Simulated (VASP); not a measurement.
# Ta (P6/mmm) in VASP: notebook, part 2 of 2

VASP 6.6.1. Earlier steps stand in the parts before.

## 3. Single point, PBE

This run uses another cell than the first one, of 15.66 Å³/atom.

INCAR reads:

```
  PREC = Accurate
  ENCUT = 520
  EDIFF = 1E-6
  ISMEAR = -1
  SIGMA = 0.05
  LREAL = F
  LASPH = T
  NELM = 60
  ALGO = Normal
  ISIF = 2
  LWAVE = F
  LCHARG = F
  GGA = PE
  NBANDS = 24
```

KPOINTS reads:

```
regular mesh
0
Gamma
  9 9 12
```

POSCAR reads:

```
Ta
1.0
    4.5758903815      0.0000000000      0.0000000000
   -2.2879451908      3.9628373153      0.0000000000
    0.0000000000      0.0000000000      2.5907914313
Ta
3
Direct
    0.0000000000      0.0000000000      0.0000000000
    0.3333333333      0.6666666667      0.5000000000
    0.6666666667      0.3333333333      0.5000000000
```

Potentials or basis: VASP PAW PBE potentials, release 64 (Ta_pv).

Launch:

```sh
cat potpaw_PBE.64/Ta_pv/POTCAR > POTCAR
mpirun -np 1 vasp_std > vasp.out
```

OUTCAR:

```text
PREC = Accurate
   ENCUT = 520
   EDIFF = 1E-6
   ISMEAR = -1
   LREAL = F
   LASPH = T
   NELM = 60
   ISIF = 2
   GGA = PE

 ion  position               nearest neighbor table
   1  0.000  0.000  0.000-   2 2.94   3 2.94   2 2.94   3 2.94   3 2.94   3 2.94   2 2.94   2 2.94
                             3 2.94   3 2.94   2 2.94   2 2.94
   2  0.333  0.667  0.500-   3 2.64   3 2.64   3 2.64   1 2.94   1 2.94   1 2.94   1 2.94   1 2.94
                             1 2.94
   3  0.667  0.333  0.500-   2 2.64   2 2.64   2 2.64   1 2.94   1 2.94   1 2.94   1 2.94   1 2.94
                             1 2.94
[... 847 lines left out ...]
  Direction    XX          YY          ZZ          XY          YZ          ZX
  --------------------------------------------------------------------------------------
  -------------------------------------------------------------------------------------
  Total       13.1155468     13.1155468     13.1524159     -0.0000000      0.0000000      0.0000000
  in kB      447.2832920    447.2832920    448.5406504     -0.0000000      0.0000000      0.0000000
  external PRESSURE =     447.7024115 kB  Pullay stress =       0.0000000 kB

 VOLUME and BASIS-vectors are now :
 -----------------------------------------------------------------------------
  energy-cutoff  :      520.00
  volume of cell :       46.98
      direct lattice vectors                 reciprocal lattice vectors
     4.575890381  0.000000000  0.000000000     0.218536704  0.126172225  0.000000000
    -2.287945191  3.962837315  0.000000000     0.000000000  0.252344449  0.000000000
     0.000000000  0.000000000  2.590791431     0.000000000  0.000000000  0.385982441

 POSITION                                       TOTAL-FORCE (eV/Angst)
 -----------------------------------------------------------------------------------
      0.00000      0.00000      0.00000        -0.000000     -0.000000     -0.000000
     -0.00000      2.64189      1.29540        -0.000000      0.000000      0.000000
      2.28795      1.32095      1.29540         0.000000     -0.000000     -0.000000
 -----------------------------------------------------------------------------------
    total drift:                                0.000000      0.000000     -0.000000

  FREE ENERGIE OF THE ION-ELECTRON SYSTEM (eV)
  ---------------------------------------------------
  free  energy   TOTEN  =       -33.6742317932 eV

  energy  without entropy=      -33.6506152069  energy(sigma->0) =      -33.66242350
```

Run time: 90 s. Hardware: 1 thread of Intel Xeon 8259CL, shared host; peak memory 0.22 GiB.

What came out:

```
Free energy            : -33.6742 eV
Pressure               : 44.8 GPa
Band gap on the k mesh : zero (an odd number of electrons rules out a gap without spin polarisation)
```

Stress tensor (GPa, compression positive):
```
44.73  0.00  0.00
 0.00 44.73  0.00
 0.00  0.00 44.85
```

Levels at points of the mesh, in eV from the Fermi level:
```csv
k point,band 14,band 15,band 16,band 17,band 18,band 19,band 20,band 21
"(0.00, 0.00, 0.00)",-1.50,-1.48,-1.48,-0.82,1.06,1.06,3.64,3.64
"(0.00, 0.00, 0.50)",-3.41,-1.79,0.07,0.07,1.66,1.66,5.45,5.45
```

Caveat: the cell stands under pressure; spin-orbit coupling is left out, which moves the levels of the heavy elements.

## 4. Single point, PBE (15.66 Å³/atom)

This run uses another cell than the first one, of 15.66 Å³/atom.

INCAR reads:

```
SYSTEM = Ta
PREC = Accurate ; ENCUT = 520
EDIFF = 1E-6 ; ISMEAR = -1
SIGMA = 0.05 ; LREAL = .False.
LASPH = .True. ; NELM = 60
ALGO = Normal ; ISIF = 2
LWAVE = .False. ; LCHARG = .True.
GGA = PE ; LELF = .True.
LVHAR = .True. ; NBANDS = 24
```

KPOINTS reads:

```
regular mesh
0
Gamma
  9 9 12
  0 0 0
```

POSCAR is that of step 3.

Launch:

```sh
cat potpaw_PBE.64/Ta_pv/POTCAR > POTCAR
mpirun -np 1 vasp_std > vasp.out
```

Wall time 1.9 min (1 thread of Intel Xeon 8259CL, shared host); peak memory 0.22 GiB.

The run converged. Its results:

* Free energy: -33.6742 eV
* Pressure: 44.8 GPa
* Band gap on the k mesh: zero (an odd number of electrons rules out a gap without spin polarisation)

Stress tensor (GPa, compression positive):
```
44.73  0.00  0.00
 0.00 44.73  0.00
 0.00  0.00 44.85
```

Levels at points of the mesh, in eV from the Fermi level:
| k point | band 13 | band 14 | band 15 | band 16 | band 17 | band 18 | band 19 | band 20 | band 21 | band 22 |
| --- | --- | --- | --- | --- | --- | --- | --- | --- | --- | --- |
| (0.00, 0.00, 0.00) | -1.50 | -1.50 | -1.48 | -1.48 | -0.82 | 1.06 | 1.06 | 3.64 | 3.64 | 3.75 |
| (0.00, 0.00, 0.50) | -3.67 | -3.41 | -1.79 | 0.07 | 0.07 | 1.66 | 1.66 | 5.45 | 5.45 | 6.39 |

Caveat: the cell stands under pressure; spin-orbit coupling is left out, which moves the levels of the heavy elements.

## 5. Single point, PBE

This run uses another cell than the first one, of 17.15 Å³/atom.

INCAR reads:

```
PREC = Accurate
ENCUT = 520
EDIFF = 1E-7
ISMEAR = -1
SIGMA = 0.05
LREAL = False
LASPH = True
NELM = 100
ALGO = Normal
ISIF = 2
LWAVE = False
LCHARG = True
GGA = PE
LELF = True
LVHAR = True
NBANDS = 24
```

KPOINTS reads:

```
regular mesh
0
Gamma
  9 9 12
```

POSCAR reads:

```
Ta
1.0
    4.7240293275      0.0000000000      0.0000000000
   -2.3620146637      4.0911294058      0.0000000000
    0.0000000000      0.0000000000      2.6623616401
Ta
3
Direct
    0.0000000000      0.0000000000      0.0000000000
    0.3333333333      0.6666666667      0.5000000000
    0.6666666667      0.3333333333      0.5000000000
```

Launch:

```sh
cat potpaw_PBE.64/Ta_pv/POTCAR > POTCAR
mpirun -np 1 vasp_std > vasp.out
```

Wall time 2.3 min (1 thread of Intel Xeon 8259CL, shared host); peak memory 0.22 GiB.

Results (log left out):

| Item | Value |
| --- | --- |
| Free energy | -34.5284 eV |
| Pressure | 18.1 GPa |
| Band gap on the k mesh | zero (an odd number of electrons rules out a gap without spin polarisation) |

Stress tensor (GPa, compression positive):
```
18.09  0.00  0.00
 0.00 18.09  0.00
 0.00  0.00 18.20
```

Levels at points of the mesh, in eV from the Fermi level:
```
           k point  band 13  band 14  band 15  band 16  band 17  band 18  band 19  band 20  band 21  band 22
(0.00, 0.00, 0.00)    -1.46    -1.46    -1.46    -1.46    -0.72     1.05     1.05     3.47     3.47     3.55
(0.00, 0.00, 0.50)    -3.22    -3.22    -1.87     0.14     0.14     1.50     1.50     4.92     4.92     5.75
```

Caveat: the cell stands under pressure; spin-orbit coupling is left out, which moves the levels of the heavy elements.

## 6. Single point, PBE (17.15 Å³/atom)

This run uses another cell than the first one, of 17.15 Å³/atom.

INCAR reads:

```
SYSTEM = Ta
PREC = Accurate
ENCUT = 520
EDIFF = 1E-6
ISMEAR = -1
SIGMA = 0.05
LREAL = .False.
LASPH = .True.
NELM = 60
ALGO = Normal
ISIF = 2
LWAVE = .False.
LCHARG = .False.
GGA = PE
NBANDS = 24
```

KPOINTS reads:

```
regular mesh
0
Gamma
  9 9 12
  0 0 0
```

POSCAR is that of step 5.

Potentials or basis: VASP PAW PBE potentials, release 64 (Ta_pv).

Launch:

```sh
cat potpaw_PBE.64/Ta_pv/POTCAR > POTCAR
mpirun -np 1 vasp_std > vasp.out
```

It took 2.2 min on 1 thread of Intel Xeon 8259CL, shared host; peak memory 0.22 GiB.

It converged, with:

| Property | Result |
| --- | --- |
| Free energy | -34.5284 eV |
| Pressure | 18.1 GPa |
| Band gap on the k mesh | zero (an odd number of electrons rules out a gap without spin polarisation) |

Stress tensor (GPa, compression positive):
```
18.09  0.00  0.00
 0.00 18.09  0.00
 0.00  0.00 18.21
```

Levels at points of the mesh, in eV from the Fermi level:
```csv
k point,band 15,band 16,band 17,band 18,band 19,band 20
"(0.00, 0.00, 0.00)",-1.46,-1.46,-0.72,1.05,1.05,3.47
"(0.00, 0.00, 0.50)",-1.87,0.14,0.14,1.50,1.50,4.92
```

Caveat: the cell stands under pressure; spin-orbit coupling is left out, which moves the levels of the heavy elements.

## 7. The runs side by side

| cell | gap on the mesh (eV) | pressure (GPa) |
| --- | --- | --- |
| a = 4.255, b = 4.255, c = 2.426 Å, angles 90.0, 90.0, 120.0°, 3 atoms | none | 149.9 |
| a = 4.576, b = 4.576, c = 2.591 Å, angles 90.0, 90.0, 120.0°, 3 atoms | none | 44.8 |
| a = 4.724, b = 4.724, c = 2.662 Å, angles 90.0, 90.0, 120.0°, 3 atoms | none | 18.1 |

Alike in all rows: task single point; level PBE; potentials or basis VASP PAW PBE potentials, release 64 (Ta_pv); no spin polarisation; k mesh 9 × 9 × 12; cutoff (eV) 520; smearing fermi-dirac 0.05 eV.

Caveats: the cell stands under pressure; spin-orbit coupling is left out, which moves the levels of the heavy elements.

Absolute energies hang on the potentials; compare differences alone.
